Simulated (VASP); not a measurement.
TePb:

```
Pb Te
1.0
     0.00000    3.23100    3.23100
     3.23100    0.00000    3.23100
     3.23100    3.23100    0.00000
Pb Te
1 1
Direct
  0.00000 0.00000 0.00000
  0.50000 0.50000 0.50000
```

Base run:

```yaml
Program: VASP 6.6.1
Functional: b88 exchange, pbe correlation
Potentials_or_basis: VASP PAW PBE potentials, release 64 (Pb_d, Te)
Cutoff: 500 eV
k_mesh: 7 × 7 × 7
Occupations: fermi-dirac, width 0.05 eV
Spin: no spin polarisation
```

Its results: pressure 1.9 GPa.

Task: The run is repeated on the same cell with these changes: functional from b88 exchange, pbe correlation to revpbe exchange, lda correlation; occupations from fermi-dirac, width 0.05 eV to gaussian, width 0.01 eV. What comes out?

Result: Pressure 8.2 GPa.

Caveats: the PAW data sets were made with another functional, which shifts forces and pressure a little; the cell stands under pressure (at least some runs).
